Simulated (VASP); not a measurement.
# Zr (Im-3m) in VASP: further runs, part 2 of 2

VASP 6.6.1. The steps go on from the part before.

## (3) Single point, LDA

This run uses another cell than the first one, of 21.28 Å³/atom, 0.897 times its volume.

The input, INCAR:

```
SYSTEM = Zr
PREC     = Accurate       ! precision mode
ENCUT    = 500            ! plane-wave cutoff, eV
EDIFF    = 1E-6           ! SCF threshold, eV
ISMEAR   = -1             ! smearing method
SIGMA    = 0.05           ! smearing width, eV
LREAL    = .False.        ! projectors in reciprocal space
LASPH    = .True.         ! aspherical terms in the spheres
NELM     = 120            ! most SCF steps
ALGO     = Normal         ! electronic algorithm
ISIF     = 2              ! what is computed and relaxed
LWAVE    = .False.        ! write WAVECAR
LCHARG   = .False.        ! write CHGCAR
NBANDS   = 12             ! bands
GGA_COMPAT= .False.
```

The input, KPOINTS:

```
Automatic mesh
0
Gamma
  8 8 8
  0 0 0
```

The input, POSCAR:

```
Zr
1.0
   -1.7458212718      1.7458212718      1.7458212718
    1.7458212718     -1.7458212718      1.7458212718
    1.7458212718      1.7458212718     -1.7458212718
Zr
1
Direct
    0.0000000000      0.0000000000      0.0000000000
```

Potentials or basis: VASP PAW LDA potentials, release 64 (Zr_sv).

On the command line:

```bash
> cat potpaw_LDA.64/Zr_sv/POTCAR > POTCAR
> mpirun -np 1 vasp_std > vasp.out
```

Wall time 6.1 s (1 thread of Intel Xeon 8259CL, shared host); peak memory 0.13 GiB.

Results (log left out):

```
Free energy            : -9.2421 eV
Pressure               : 0.1 GPa
Band gap on the k mesh : zero (band 6 reaches 10.66 eV, above the bottom of band 7 at 8.89 eV)
```

Levels at points of the mesh, in eV from the Fermi level:
| k point | band 4 | band 5 | band 6 | band 7 | band 8 | band 9 |
| --- | --- | --- | --- | --- | --- | --- |
| (0.00, 0.00, 0.00) | -25.58 | -5.50 | 1.10 | 1.10 | 1.10 | 3.84 |
| (0.50, 0.00, 0.00) | -25.59 | -3.07 | -0.89 | 2.05 | 3.87 | 4.61 |
| (0.50, 0.50, 0.50) | -26.46 | -2.95 | -2.95 | 6.21 | 6.21 | 6.21 |

## (4) Single point, PBE

This run uses another cell than the first one, of 22.99 Å³/atom, 0.969 times its volume.

The input, INCAR:

```
SYSTEM = Zr
PREC     = Accurate       ! precision mode
ENCUT    = 500            ! plane-wave cutoff, eV
EDIFF    = 1E-6           ! SCF threshold, eV
ISMEAR   = -1             ! smearing method
SIGMA    = 0.05           ! smearing width, eV
LREAL    = .FALSE.        ! projectors in reciprocal space
LASPH    = .TRUE.         ! aspherical terms in the spheres
NELM     = 120            ! most SCF steps
ALGO     = Normal         ! electronic algorithm
ISIF     = 2              ! what is computed and relaxed
LWAVE    = .FALSE.        ! write WAVECAR
LCHARG   = .FALSE.        ! write CHGCAR
GGA      = PE             ! functional
NBANDS   = 12             ! bands
GGA_COMPAT= .FALSE.
```

The input, KPOINTS:

```
Automatic mesh
0
G
  8 8 8
  0 0 0
```

The input, POSCAR:

```
Zr
1.0
   -1.7912375656      1.7912375656      1.7912375656
    1.7912375656     -1.7912375656      1.7912375656
    1.7912375656      1.7912375656     -1.7912375656
Zr
1
Direct
    0.0000000000      0.0000000000      0.0000000000
```

Potentials or basis: VASP PAW PBE potentials, release 64 (Zr_sv).

On the command line:

```bash
> cat potpaw_PBE.64/Zr_sv/POTCAR > POTCAR
> mpirun -np 1 vasp_std > vasp.out
```

OUTCAR:

```text
SYSTEM = Zr
   PREC = Accurate
   ENCUT = 500
   EDIFF = 1E-6
   ISMEAR = -1
   LREAL = .FALSE.
   LASPH = .TRUE.
   NELM = 120
   ISIF = 2
   GGA = PE

 ion  position               nearest neighbor table
   1  0.000  0.000  0.000-

  LATTYP: Found a body centered cubic cell.
 ALAT       =     3.5824751312

  Lattice vectors:

 A1 = (  -1.7912375656,   1.7912375656,   1.7912375656)
 A2 = (   1.7912375656,  -1.7912375656,   1.7912375656)
 A3 = (   1.7912375656,   1.7912375656,  -1.7912375656)

Analysis of symmetry for initial positions (statically):
=====================================================================
 Subroutine PRICEL returns:
 Original cell was already a primitive cell.

 Routine SETGRP: Setting up the symmetry group for a
 body centered cubic supercell.

 Subroutine GETGRP returns: Found 48 space group operations
 (whereof 48 operations were pure point group operations)
 out of a pool of 48 trial point group operations.

The static configuration has the point symmetry O_h .

Analysis of symmetry for dynamics (positions and initial velocities):
[... 158 lines left out ...]
 val. band max:        8.7004739601   @ k =   0.5000   0.5000   0.1250
 cond. band min:       8.8878480409   @ k =   0.2500   0.2500   0.0000
 fundamental gap:      0.1873740807
 Fermi energy:         8.8629543083

 k-point     1 :       0.0000    0.0000    0.0000
  band No.  band energies     occupation
      1     -39.6260      2.00000
      2     -17.1204      2.00000
      3     -17.1204      2.00000
      4     -17.1204      2.00000
      5       3.4606      2.00000
      6       9.9763      0.00000
      7       9.9763      0.00000
      8       9.9763      0.00000
      9      12.4810      0.00000
     10      12.4810      0.00000
     11      21.2804      0.00000
     12      21.2804      0.00000
[... 331 lines left out ...]
 k-point    24 :      -0.3750    0.3750    0.2500
  band No.  band energies     occupation
      1     -39.4308      2.00000
      2     -17.8648      2.00000
      3     -17.5782      2.00000
      4     -17.4884      2.00000
      5       7.1413      2.00000
      6       7.7317      2.00000
      7      10.3479      0.00000
      8      10.9327      0.00000
      9      13.5192      0.00000
     10      14.0148      0.00000
     11      20.7211      0.00000
     12      22.2383      0.00000

 [... further k-points ...]
[... 5 lines left out ...]
  --------------------------------------------------------------------------------------
  -------------------------------------------------------------------------------------
  Total        0.0031757      0.0031757      0.0031757     -0.0000000     -0.0000000      0.0000000
  in kB        0.2213221      0.2213221      0.2213221     -0.0000000     -0.0000000      0.0000000
  external PRESSURE =       0.2213221 kB  Pullay stress =       0.0000000 kB

 VOLUME and BASIS-vectors are now :
 -----------------------------------------------------------------------------
  energy-cutoff  :      500.00
  volume of cell :       22.99
      direct lattice vectors                 reciprocal lattice vectors
    -1.791237566  1.791237566  1.791237566     0.000000000  0.279136620  0.279136620
     1.791237566 -1.791237566  1.791237566     0.279136620  0.000000000  0.279136620
     1.791237566  1.791237566 -1.791237566     0.279136620  0.279136620  0.000000000

 POSITION                                       TOTAL-FORCE (eV/Angst)
 -----------------------------------------------------------------------------------
      0.00000      0.00000      0.00000        -0.000000     -0.000000     -0.000000
 -----------------------------------------------------------------------------------
    total drift:                                0.000000      0.000000     -0.000000

  FREE ENERGIE OF THE ION-ELECTRON SYSTEM (eV)
  ---------------------------------------------------
  free  energy   TOTEN  =        -8.4393889175 eV

  energy  without entropy=       -8.4205592362  energy(sigma->0) =       -8.42997408
```

stdout:

```text
POSCAR found type information on POSCAR Zr
 POSCAR found :  1 types and       1 ions
 scaLAPACK will be used
 LDA part: xc-table for (Slater+PW92), standard interpolation
 POSCAR, INCAR and KPOINTS ok, starting setup
 FFT: planning ... GRIDC
 FFT: planning ... GRID_SOFT
 FFT: planning ... GRID
 WAVECAR not read
 entering main loop
```

Run time: 8.9 s. Hardware: 1 thread of Intel Xeon 8259CL, shared host; peak memory 0.13 GiB.

What came out:

- Free energy: -8.4394 eV
- Pressure: 0.0 GPa
- Band gap on the k mesh: zero (band 6 reaches 9.98 eV, above the bottom of band 7 at 8.31 eV)

## (5) The runs side by side

```tsv
level	potentials or basis	cell	k mesh	smearing	gap on the mesh (eV)	pressure (GPa)
PBE	VASP PAW PBE potentials, release 64 (Zr_sv)	a = 3.135 Å, angles 109.5°, 1 atom	4 × 4 × 4	fermi-dirac 0.03 eV	none	-1.8
LDA	VASP PAW LDA potentials, release 64 (Zr_sv)	a = 3.024 Å, angles 109.5°, 1 atom	8 × 8 × 8	fermi-dirac 0.05 eV	none	0.1
PBE	VASP PAW PBE potentials, release 64 (Zr_sv)	a = 3.103 Å, angles 109.5°, 1 atom	8 × 8 × 8	fermi-dirac 0.05 eV	none	0.0
```

Alike in all rows: task single point; no spin polarisation; cutoff (eV) 500.

Caveats: some runs use coarse meshes.

Total energies depend on the potentials used, so only differences within one code and one set of settings carry meaning.
